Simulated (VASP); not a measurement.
# B (R-3m) in VASP: further runs, part 2 of 2

VASP 6.6.1. Earlier steps stand in the parts before.

## (4) Single point, LDA (shortest bond scaled by 0.76)

INCAR

```
SYSTEM = B
PREC = Accurate ; ENCUT = 520
EDIFF = 1E-7 ; ISMEAR = -1
SIGMA = 0.05 ; LREAL = .False.
LASPH = .True. ; NELM = 60
ALGO = Normal ; ISIF = 2
LWAVE = .False. ; LCHARG = .False.
GGA = CA ; NBANDS = 10
```

KPOINTS

```
regular mesh
0
Gamma
  13 13 13
  0 0 0
```

POSCAR

```
B
1.0
    0.0000000000      2.0103628793      2.0103628793
    2.0103628793      0.0000000000      2.0103628793
    2.0103628793      2.0103628793      0.0000000000
B
2
Direct
   -0.2150000000     -0.0950000000     -0.0950000000
    0.2150000000      0.0950000000      0.0950000000
```

Potentials or basis: VASP PAW LDA potentials, release 64 (B).

Launch:

```console
$ cat potpaw_LDA.64/B/POTCAR > POTCAR
$ mpirun -np 1 vasp_std > vasp.out
```

OUTCAR:

```text
SYSTEM = B
   PREC = Accurate
   ENCUT = 520
   EDIFF = 1E-7
   ISMEAR = -1
   LREAL = .False.
   LASPH = .True.
   NELM = 60
   ISIF = 2
   GGA = CA

 ion  position               nearest neighbor table
   1  0.785  0.905  0.905-   2 1.32   2 1.92   2 1.92   2 1.92
   2  0.215  0.095  0.095-   1 1.32   1 1.92   1 1.92   1 1.92

  LATTYP: Found a face centered cubic cell.
 ALAT       =     4.0207257586

  Lattice vectors:

 A1 = (   0.0000000000,   2.0103628793,   2.0103628793)
 A2 = (   2.0103628793,   0.0000000000,   2.0103628793)
 A3 = (   2.0103628793,   2.0103628793,   0.0000000000)

Analysis of symmetry for initial positions (statically):
=====================================================================
 Subroutine PRICEL returns:
 Original cell was already a primitive cell.

 Routine SETGRP: Setting up the symmetry group for a
 face centered cubic supercell.

 Subroutine GETGRP returns: Found 12 space group operations
 (whereof  4 operations were pure point group operations)
 out of a pool of 48 trial point group operations.

The static configuration has the point symmetry C_2h.
 The point group associated with its full space group is D_3d.

Analysis of symmetry for dynamics (positions and initial velocities):
=====================================================================
 Subroutine PRICEL returns:
 Original cell was already a primitive cell.

 Routine SETGRP: Setting up the symmetry group for a
 face centered cubic supercell.

 Subroutine GETGRP returns: Found 12 space group operations
 (whereof  4 operations were pure point group operations)
 out of a pool of 48 trial point group operations.

The dynamic configuration has the point symmetry C_2h.
 The point group associated with its full space group is D_3d.

 Subroutine INISYM returns: Found 12 space group operations
 (whereof  4 operations are pure point group operations),
 and found     1 'primitive' translations

[... 115 lines left out ...]
  volume/ion in A,a.u.               =       8.13        54.83
  Fermi-wavevector in a.u.,A,eV,Ry     =   1.174467  2.219421 18.767503  1.379373
  Thomas-Fermi vector in A             =   2.310863
   LORBIT       =      0    0 simple, 1 ext, 2 COOP (PROOUT), +10 PAW based schemes
   GGA     = CA    functional components
   LHFCALC =     F    Hartree Fock is set to
   AEXX    =    0.0000 exact exchange contribution
   IVDW    =     0    specifies the selected vdW correction
   LEPSILON=     F    determine dielectric tensor
   LRPA    =     F    only Hartree local field effects (RPA)
 non-spin polarized calculation
  energy-cutoff  :      520.00
  volume of cell :       16.25
 maximum number of plane-waves:       449
 NGX is ok and might be reduce to    24
   NGX = 11   NGY = 11   NGZ = 11

 number of electron       6.0000000 magnetization

 Free energy of the ion-electron system (eV)
  ---------------------------------------------------
  ext. energy  EPLUGINS =         0.00000000
  ---------------------------------------------------
  free energy    TOTEN  =       -11.11400349 eV

  energy without entropy =      -11.10596091  energy(sigma->0) =      -11.10998220

 E-fermi :   3.9378     XC(G=0): -11.3252

 val. band max:        3.9348425043   @ k =   0.3077   0.1538  -0.3846
 cond. band min:       3.9388066428   @ k =   0.1538   0.0000   0.3846
 fundamental gap:      0.0039641384
 Fermi energy:         3.9378472744

 k-point     1 :       0.0000    0.0000    0.0000
  band No.  band energies     occupation
      1      -8.8018      2.00000
      2       4.4328      0.00010
      3       9.6825      0.00000
      4       9.6825      0.00000
      5      11.0726      0.00000
      6      11.0726      0.00000
      7      16.3770      0.00000
      8      20.4190      0.00000
      9      22.6944      0.00000
     10      26.6482      0.00000
[... 287 lines left out ...]
 k-point    24 :       0.3846    0.0769    0.0000
  band No.  band energies     occupation
      1      -6.0465      2.00000
      2      -0.8164      2.00000
      3       5.6068      0.00000
      4       6.1209      0.00000
      5      14.7423      0.00000
      6      16.5707      0.00000
      7      16.9000      0.00000
      8      18.7063      0.00000
      9      21.6723      0.00000
     10      24.2159      0.00000

 [... further k-points ...]
[... 5 lines left out ...]
  --------------------------------------------------------------------------------------
  -------------------------------------------------------------------------------------
  Total        3.8814177      3.8814177      3.8814177     -6.3637544      6.3637544     -6.3637544
  in kB      382.6904250    382.6904250    382.6904250   -627.4377223    627.4377223   -627.4377223
  external PRESSURE =     382.6904250 kB  Pullay stress =       0.0000000 kB

 VOLUME and BASIS-vectors are now :
 -----------------------------------------------------------------------------
  energy-cutoff  :      520.00
  volume of cell :       16.25
      direct lattice vectors                 reciprocal lattice vectors
     0.000000000  2.010362879  2.010362879    -0.248711317  0.248711317  0.248711317
     2.010362879  0.000000000  2.010362879     0.248711317 -0.248711317  0.248711317
     2.010362879  2.010362879  0.000000000     0.248711317  0.248711317 -0.248711317

 POSITION                                       TOTAL-FORCE (eV/Angst)
 -----------------------------------------------------------------------------------
      3.63876      3.39751      3.39751        -7.753764      7.753764      7.753764
      0.38197      0.62321      0.62321         7.753764     -7.753764     -7.753764
 -----------------------------------------------------------------------------------
    total drift:                                0.000000      0.000000      0.000000

  FREE ENERGIE OF THE ION-ELECTRON SYSTEM (eV)
  ---------------------------------------------------
  free  energy   TOTEN  =       -11.1140034938 eV

  energy  without entropy=      -11.1059609062  energy(sigma->0) =      -11.10998220
```

Run time: 17 s. Hardware: 1 thread of Intel Xeon 6975P-C, shared host; peak memory 0.14 GiB.

Results:

```
Free energy            : -11.1140 eV
Pressure               : 38.3 GPa
Largest force          : 13.430 eV/Å
Band gap on the k mesh : zero (band 3 reaches 9.68 eV, above the bottom of band 4 at 1.75 eV)
```

Forces on the atoms (eV/Å):
```
B   -7.754  7.754  7.754
B    7.754 -7.754 -7.754
```

Stress tensor (GPa, compression positive):
```
 38.27 -62.74 -62.74
-62.74  38.27  62.74
-62.74  62.74  38.27
```

Caveat: the cell differs from its parent crystal (shortest bond scaled by 0.76); forces of over 1 eV/Å act on the atoms, so gaps and moduli don't describe the material at rest.
